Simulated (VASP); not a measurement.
Write the native input for VASP 6.6.1 that does the following.

```yaml
Task: single point
Functional: LDA
Potentials_or_basis: VASP PAW LDA potentials, release 64 (Fe)
Cutoff: 520 eV
k_mesh: 13 × 13 × 9
Occupations: fermi-dirac, width 0.08 eV
Spin: non-collinear spin, typed start
Starting_moments: "[[0.0, 0.0, 0.5], [0.0, 0.0, 0.5]] μB"
Dipole_correction: no
Further_INCAR_settings: ALGO = Normal; EDIFF = 1e-06; NBANDS = 28
```

The structure of Fe lies in POSCAR:

```
Fe
1.0
    1.7000753688     -1.7262356591      0.0000000000
    1.7000753688      1.7262356591      0.0000000000
    0.0000000000      0.0000000000      3.7097032485
Fe
2
Direct
    0.5000000000      0.5000000000      0.5000000000
    0.0000000000      0.0000000000      0.0000000000
```

One way to write it, as run:

INCAR

```
SYSTEM = Fe
ALGO = Normal
EDIFF = 1E-6
ENCUT = 520
ISIF = 2
ISMEAR = -1
LASPH = .TRUE.
LCHARG = .TRUE.
LMAXMIX = 4
LNONCOLLINEAR = .TRUE.
LORBIT = 11
LREAL = .FALSE.
LVHAR = .TRUE.
LWAVE = .FALSE.
MAGMOM = 0 0 0.5 0 0 0.5
NBANDS = 28
NELM = 150
PREC = Accurate
SIGMA = 0.08
```

KPOINTS

```
k-points
0
G
  13 13 9
  0 0 0
```

Potentials or basis: VASP PAW LDA potentials, release 64 (Fe).

Run with:

```console
$ cat potpaw_LDA.64/Fe/POTCAR > POTCAR
$ mpirun -np 1 vasp_ncl > vasp.out
```

It gave:

The pressure is -31.2 GPa. The band gap on the k mesh is zero (bands 16 and 17 overlap by 1.54 eV) and the net moment is 0.43 μB per cell. The valence electrons inside the program's atomic spheres are Fe 7.36.

Caveat: the cell stands under tension.

Wall time 8.3 min on 1 thread of Oxide Virtual Turin-like Processor, with other jobs on the host, peak memory 0.39 GiB.
